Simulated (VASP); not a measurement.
Runs of VASP 6.6.1 on TePb. The structure is that of space group Fm-3m (No. 225), or close to it. The cells are those of the table. 

| task | level | spin | cell | k mesh | cutoff (eV) | gap on the mesh (eV) | pressure (GPa) | relaxed volume (Å³/atom) |
| --- | --- | --- | --- | --- | --- | --- | --- | --- |
| relaxation of cell and atoms | r2SCAN | off | relaxed from a = 4.647 Å, angles 60.0°, 2 atoms | 6 × 6 × 6 | 600 | 1.09 | 0.0 | (a) |
| single point | r2SCAN | off | a = 4.621 Å, angles 60.0°, 2 atoms | 6 × 6 × 6 | 520 | 1.09 | 0.0 | - |
| relaxation of cell and atoms | PBEsol | off | relaxed from a = 4.647 Å, angles 60.0°, 2 atoms | 6 × 6 × 6 | 600 | 0.65 | 0.0 | 33.45 |
| single point | PBEsol | off | a = 4.556 Å, angles 60.0°, 2 atoms | 6 × 6 × 6 | 520 | 0.65 | 0.0 | - |
| single point | PBE | non-collinear, zero start, SOC | a = 4.621 Å, angles 60.0°, 2 atoms | 8 × 8 × 8 | 520 | - | 0.5 | - |

Alike in all rows: potentials or basis VASP PAW PBE potentials, release 64 (Te, Pb_d); smearing fermi-dirac 0.02 eV.

Q: Fill in the values left out.

A: (a) 34.91.

Caveats: the PAW data sets were made with another functional, which shifts forces and pressure a little (at least some runs); spin-orbit coupling is left out, which moves the levels of the heavy elements (at least some runs).

A k mesh can miss the band edges, and rows without SOC leave out spin-orbit coupling on Pb, Te.
